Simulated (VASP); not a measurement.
# CoSi2 (I4/mmm) in VASP: further runs

Runs on CoSi2. Level: PBE. Tasks: single point.

Program: VASP 6.6.1. These are calculated values, not measurements. Logs are shortened: lines on timing, memory, paths and dates and some standing lists are left out, and cuts for length are marked.

### Step 1. The cell of the first run

Symmetry: I4/mmm, No. 139, tetragonal system. The conventional cell has a = 3.776 Å, b = 3.776 Å, c = 5.440 Å, α = 90.00°, β = 90.00°, γ = 90.00°. Within 3.1 Å of Co (site symmetry 4/mmm) lie 8 Si at 2.33 Å. Si (site symmetry -4m2) has 4 Co at 2.33 Å and 6 Si at 2.67 to 2.72 Å within 3.1 Å.

### Step 2. Single point, PBE (uniaxial strain along c: +1.5 %)

File INCAR:

```
PREC = Accurate
ENCUT = 520
EDIFF = 1E-6
ISMEAR = 0
SIGMA = 0.1
LREAL = F
LASPH = T
NELM = 60
ALGO = Normal
ISIF = 2
LWAVE = F
LCHARG = F
GGA = PE
NBANDS = 26
```

File KPOINTS:

```
Automatic mesh
0
Gamma
  10 10 8
```

File POSCAR:

```
CoSi2
1.0
    2.6698892889      2.6698892889      0.0000000000
   -2.6698892889      2.6698892889      0.0000000000
    0.0000000000      0.0000000000      5.4402762926
Co Si
2 4
Direct
    0.0000000000      0.0000000000      0.0000000000
    0.5000000000      0.5000000000      0.5000000000
    0.0000000000      0.5000000000      0.7500000000
    0.5000000000      0.0000000000      0.7500000000
    0.5000000000      0.0000000000      0.2500000000
    0.0000000000      0.5000000000      0.2500000000
```

Potentials or basis: VASP PAW PBE potentials, release 64 (Co, Si).

Started as:

```
> cat potpaw_PBE.64/Co/POTCAR potpaw_PBE.64/Si/POTCAR > POTCAR
> mpirun -np 1 vasp_std > vasp.out
```

OUTCAR:

```text
PREC = Accurate
   ENCUT = 520
   EDIFF = 1E-6
   ISMEAR = 0
   LREAL = F
   LASPH = T
   NELM = 60
   ISIF = 2
   GGA = PE

 ion  position               nearest neighbor table
   1  0.000  0.000  0.000-   3 2.33   4 2.33   5 2.33   6 2.33   3 2.33   6 2.33   4 2.33   5 2.33

   2  0.500  0.500  0.500-   3 2.33   4 2.33   5 2.33   6 2.33   4 2.33   5 2.33   3 2.33   6 2.33

   3  0.000  0.500  0.750-   1 2.33   2 2.33   1 2.33   2 2.33   4 2.67   4 2.67   4 2.67   4 2.67
                             6 2.72   6 2.72
   4  0.500  0.000  0.750-   1 2.33   2 2.33   2 2.33   1 2.33   3 2.67   3 2.67   3 2.67   3 2.67
                             5 2.72   5 2.72
   5  0.500  0.000  0.250-   1 2.33   2 2.33   2 2.33   1 2.33   6 2.67   6 2.67   6 2.67   6 2.67
                             4 2.72   4 2.72
   6  0.000  0.500  0.250-   1 2.33   2 2.33   1 2.33   2 2.33   5 2.67   5 2.67   5 2.67   5 2.67
                             3 2.72   3 2.72

  LATTYP: Found a simple tetragonal cell.
 ALAT       =     3.7757936424
 C/A-ratio  =     1.4408298779

  Lattice vectors:

 A1 = (   2.6698892889,   2.6698892889,   0.0000000000)
 A2 = (  -2.6698892889,   2.6698892889,   0.0000000000)
 A3 = (   0.0000000000,   0.0000000000,   5.4402762926)

Analysis of symmetry for initial positions (statically):
=====================================================================
 Subroutine PRICEL returns following result:

  LATTYP: Found a body centered tetragonal cell.
 ALAT       =     3.7757936424
 C/A-ratio  =     1.4408298779

  Lattice vectors:

 A1 = (   2.6698892889,   0.0000000000,  -2.7201381463)
 A2 = (  -2.6698892889,   0.0000000000,  -2.7201381463)
 A3 = (   0.0000000000,   2.6698892889,   2.7201381463)

   2 primitive cells build up your supercell.

 Routine SETGRP: Setting up the symmetry group for a
 simple tetragonal supercell.

 Subroutine GETGRP returns: Found 16 space group operations
 (whereof 16 operations were pure point group operations)
 out of a pool of 16 trial point group operations.

The static configuration has the point symmetry D_4h.

Analysis of symmetry for dynamics (positions and initial velocities):
=====================================================================
 Subroutine PRICEL returns following result:

  LATTYP: Found a body centered tetragonal cell.
 ALAT       =     3.7757936424
 C/A-ratio  =     1.4408298779

  Lattice vectors:

 A1 = (   2.6698892889,   0.0000000000,  -2.7201381463)
 A2 = (  -2.6698892889,   0.0000000000,  -2.7201381463)
 A3 = (   0.0000000000,   2.6698892889,   2.7201381463)

   2 primitive cells build up your supercell.

 Routine SETGRP: Setting up the symmetry group for a
 simple tetragonal supercell.

 Subroutine GETGRP returns: Found 16 space group operations
 (whereof 16 operations were pure point group operations)
 out of a pool of 16 trial point group operations.

The dynamic configuration has the point symmetry D_4h.

 Subroutine INISYM returns: Found 16 space group operations
 (whereof 16 operations are pure point group operations),
 and found     2 'primitive' translations

----------------------------------------------------------------------------------------

                                     Primitive cell

  volume of cell :      38.7800

  direct lattice vectors                    reciprocal lattice vectors
     2.669889289  0.000000000 -2.720138146     0.187273683  0.187273683 -0.183814194
    -2.669889289  0.000000000 -2.720138146    -0.187273683  0.187273683 -0.183814194
     0.000000000  2.669889289  2.720138146     0.000000000  0.374547366  0.000000000

  length of vectors
     3.811490568  3.811490568  3.811490568     0.322382571  0.322382571  0.374547366

  position of ions in fractional coordinates (direct lattice)
     0.000000000  0.000000000  0.000000000
     0.250000000  0.750000000  0.500000000
     0.750000000  0.250000000  0.500000000

  ion indices of the primitive-cell ions
   primitive index   ion index
                 1           1
                 2           3
                 3           4

----------------------------------------------------------------------------------------

 KPOINTS: Automatic mesh

Automatic generation of k-mesh.
 Grid dimensions read from file:
 generate k-points for:   10   10    8

 Generating k-lattice:

  Cartesian coordinates                     Fractional coordinates (reciprocal lattice)
     0.018727368  0.018727368  0.000000000     0.100000000  0.000000000  0.000000000
    -0.018727368  0.018727368  0.000000000     0.000000000  0.100000000  0.000000000
     0.000000000  0.000000000  0.022976774     0.000000000  0.000000000  0.125000000

  Length of vectors
     0.026484498  0.026484498  0.022976774

  Shift w.r.t. Gamma in fractional coordinates (k-lattice)
     0.000000000  0.000000000  0.000000000

 Subroutine IBZKPT returns following result:
 ===========================================

 Found    105 irreducible k-points:

 Following reciprocal coordinates:
            Coordinates               Weight
  0.000000  0.000000  0.000000      1.000000
  0.100000  0.000000  0.000000      4.000000
  0.200000  0.000000  0.000000      4.000000
  0.300000  0.000000  0.000000      4.000000
  0.400000  0.000000  0.000000      4.000000
  0.500000  0.000000  0.000000      2.000000
[... 16 lines left out ...]
  0.100000  0.000000  0.125000      8.000000
  0.200000  0.000000  0.125000      8.000000
 [... further k-points ...]
   k-points           NKPTS =    105   k-points in BZ     NKDIM =    105   number of bands    NBANDS=     26
   number of dos      NEDOS =    301   number of ions     NIONS =      6
   total plane-waves  NPLWV =  31360
   dimension x,y,z NGX =    28 NGY =   28 NGZ =   40
   dimension x,y,z NGXF=    56 NGYF=   56 NGZF=   80
   ions per type =               2   4
   NGX,Y,Z   is equivalent  to a cutoff of  12.33, 12.33, 12.22 a.u.
   NGXF,Y,Z  is equivalent  to a cutoff of  24.66, 24.66, 24.45 a.u.
 SYSTEM =  unknown system
   PREC   = accura    normal or accurate (medium, high low for compatibility)
   ISTART =      0    job   : 0-new  1-cont  2-samecut
   ICHARG =      2    charge: 1-file 2-atom 10-const
   ISPIN  =      1    spin polarized calculation?
   LNONCOLLINEAR =      F non collinear calculations
   LSORBIT =      F    spin-orbit coupling
   LASPH  =      T    aspherical Exc in radial PAW
   ENCUT  =  520.0 eV  38.22 Ry    6.18 a.u.   7.02  7.02 10.12*2*pi/ulx,y,z
   NELM   =     60;   NELMIN=  2; NELMDL= -5     # of ELM steps
   EDIFF  = 0.1E-05   stopping-criterion for ELM
   LREAL  =      F    real-space projection
   EDIFFG = 0.1E-04   stopping-criterion for IOM
   NSW    =      0    number of steps for IOM
   IBRION =     -1    ionic relax: 0-MD 1-quasi-New 2-CG
   NFREE  =      0    steps in history (QN), initial steepest desc. (CG)
   ISIF   =      2    stress and relaxation
   ISYM   =      2    0-nonsym 1-usesym 2-fastsym
   POTIM  = 0.5000    time-step for ionic-motion
   TEBEG  =    0.0;   TEEND  =   0.0 temperature during run
   PSTRESS=    0.0 pullay stress
   NELECT =      34.0000    total number of electrons
   NUPDOWN=      -1.0000    fix difference up-down
   EMIN   =  10.00;   EMAX   =-10.00  energy-range for DOS
   EFERMI =   0.00;   METHOD = LEGACY
   ISMEAR =     0;   SIGMA  =   0.10  broadening in eV -4-tet -1-fermi 0-gaus
   EFERMI_NEDOS =   21; number of points for ismear=-14 and -15
   IALGO  =     38    algorithm
   IMIX   =      4    mixing-type and parameters
     AMIX     =   0.40;   BMIX     =  1.00
     AMIX_MAG =   1.60;   BMIX_MAG =  1.00
  volume/ion in A,a.u.               =      12.93        87.23
  Fermi-wavevector in a.u.,A,eV,Ry     =   1.243623  2.350106 21.042736  1.546597
  Thomas-Fermi vector in A             =   2.377925
   LORBIT       =      0    0 simple, 1 ext, 2 COOP (PROOUT), +10 PAW based schemes
   GGA     = PE    functional components
   LHFCALC =     F    Hartree Fock is set to
   AEXX    =    0.0000 exact exchange contribution
   IVDW    =     0    specifies the selected vdW correction
   LEPSILON=     F    determine dielectric tensor
   LRPA    =     F    only Hartree local field effects (RPA)
 non-spin polarized calculation
 Gauss-broadening in eV      SIGMA  =   0.10
  energy-cutoff  :      520.00
  volume of cell :       77.56
 maximum number of plane-waves:      2104
   NGX = 15   NGY = 15   NGZ = 21

 number of electron      34.0000000 magnetization

 Free energy of the ion-electron system (eV)
  ---------------------------------------------------
  ext. energy  EPLUGINS =         0.00000000
  ---------------------------------------------------
  free energy    TOTEN  =       -38.59183373 eV

  energy without entropy =      -38.58367970  energy(sigma->0) =      -38.58775672

 E-fermi :   9.9552     XC(G=0): -11.7025

 val. band max:        9.8678826110   @ k =   0.3000   0.3000   0.2500
 cond. band min:       9.9561623697   @ k =   0.5000   0.1000   0.1250
 fundamental gap:      0.0882797587
 Fermi energy:         9.9551557365

 k-point     1 :       0.0000    0.0000    0.0000
  band No.  band energies     occupation
      1      -3.0878      2.00000
      2       0.7611      2.00000
      3       2.8283      2.00000
      4       3.7124      2.00000
      5       5.9019      2.00000
      6       5.9019      2.00000
[... 18 lines left out ...]
     25      15.1794      0.00000
     26      15.8057      0.00000

 k-point     2 :       0.1000    0.0000    0.0000
  band No.  band energies     occupation
      1      -2.9859      2.00000
      2       0.8411      2.00000
      3       2.9228      2.00000
      4       3.4134      2.00000
      5       5.6556      2.00000
      6       5.9556      2.00000
[... 18 lines left out ...]
     25      15.2759      0.00000
     26      15.3722      0.00000

 k-point     3 :       0.2000    0.0000    0.0000
  band No.  band energies     occupation
      1      -2.6817      2.00000
      2       1.0797      2.00000
      3       2.5563      2.00000
      4       3.2370      2.00000
      5       5.0374      2.00000
      6       5.9633      2.00000
[... 572 lines left out ...]
 k-point    23 :       0.1000    0.0000    0.1250
  band No.  band energies     occupation
      1      -2.9098      2.00000
      2       0.3988      2.00000
      3       3.4398      2.00000
      4       3.4918      2.00000
      5       5.4953      2.00000
      6       5.9594      2.00000
[... 18 lines left out ...]
     25      15.3281      0.00000
     26      15.3876      0.00000

 k-point    24 :       0.2000    0.0000    0.1250
  band No.  band energies     occupation
      1      -2.6064      2.00000
      2       0.6519      2.00000
      3       2.6338      2.00000
      4       3.7347      2.00000
      5       4.8348      2.00000
      6       6.0583      2.00000
[... 18 lines left out ...]
     25      15.3492      0.00000
     26      15.8653      0.00000

 [... further k-points ...]
[... 5 lines left out ...]
  --------------------------------------------------------------------------------------
  -------------------------------------------------------------------------------------
  Total       -0.4293084     -0.4293084     -1.1583420      0.0000000      0.0000000     -0.0000000
  in kB       -8.8683442     -8.8683442    -23.9281949      0.0000000      0.0000000     -0.0000000
  external PRESSURE =     -13.8882944 kB  Pullay stress =       0.0000000 kB

 VOLUME and BASIS-vectors are now :
 -----------------------------------------------------------------------------
  energy-cutoff  :      520.00
  volume of cell :       77.56
      direct lattice vectors                 reciprocal lattice vectors
     2.669889289  2.669889289  0.000000000     0.187273683  0.187273683  0.000000000
    -2.669889289  2.669889289  0.000000000    -0.187273683  0.187273683  0.000000000
     0.000000000  0.000000000  5.440276293     0.000000000  0.000000000  0.183814194

 POSITION                                       TOTAL-FORCE (eV/Angst)
 -----------------------------------------------------------------------------------
      0.00000      0.00000      0.00000         0.000000      0.000000      0.000000
      0.00000      2.66989      2.72014         0.000000     -0.000000     -0.000000
     -1.33494      1.33494      4.08021        -0.000000      0.000000      0.000000
      1.33494      1.33494      4.08021        -0.000000      0.000000      0.000000
      1.33494      1.33494      1.36007        -0.000000      0.000000      0.000000
     -1.33494      1.33494      1.36007        -0.000000      0.000000      0.000000
 -----------------------------------------------------------------------------------
    total drift:                               -0.000000      0.000000      0.000000

  FREE ENERGIE OF THE ION-ELECTRON SYSTEM (eV)
  ---------------------------------------------------
  free  energy   TOTEN  =       -38.5918337321 eV

  energy  without entropy=      -38.5836797038  energy(sigma->0) =      -38.58775672
```

It used 170 s of CPU time on 1 thread of Intel Xeon 6975P-C, with other jobs on the host.

What came out:

```yaml
Free_energy: -38.5918 eV
Pressure: -1.4 GPa
Band_gap_on_the_k_mesh: zero (band 17 reaches 11.70 eV, above the bottom of band 18 at 8.65 eV)
```

Caveat: the cell differs from its parent crystal (uniaxial strain along c: +1.5 %).

(Part 1 of 3 ends here.)
